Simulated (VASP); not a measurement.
A run of VASP 6.6.1:

File INCAR:

```
SYSTEM = TiTe2
PREC = Accurate ; ENCUT = 520
EDIFF = 1E-6 ; ISMEAR = 0
SIGMA = 0.15 ; LREAL = .False.
LASPH = .True. ; NELM = 80
ALGO = Normal ; ISIF = 2
LWAVE = .False. ; LCHARG = .False.
GGA = PE ; NBANDS = 19
```

The input KPOINTS:

```
regular mesh
0
Gamma
  12 12 8
  0 0 0
```

File POSCAR:

```
TiTe2
1.0
    3.8714259098      0.0000000000      0.0000000000
   -1.9357129549      3.3527531868      0.0000000000
    0.0000000000      0.0000000000      6.3355500000
Ti Te
1 2
Direct
    0.0000000000      0.0000000000      0.0000000000
    0.6666666667      0.3333333333      0.2628000000
    0.3333333333      0.6666666667      0.7372000000
```

Potentials or basis: VASP PAW PBE potentials, release 64 (Ti_sv, Te).

Run with:

```sh
$ cat potpaw_PBE.64/Ti_sv/POTCAR potpaw_PBE.64/Te/POTCAR > POTCAR
$ mpirun -np 1 vasp_std > vasp.out
```

Hardware: 1 thread of Intel(R) Xeon(R) Platinum 8259CL CPU @ 2.50GHz (Skylake/Cascade Lake), on a shared host.

Estimate the wall time of this run.

It took 4.3 min on 1 thread of Intel(R) Xeon(R) Platinum 8259CL CPU @ 2.50GHz (Skylake/Cascade Lake), on a shared host, peak memory 0.34 GiB. Counts: scf iterations 17, k points 131.
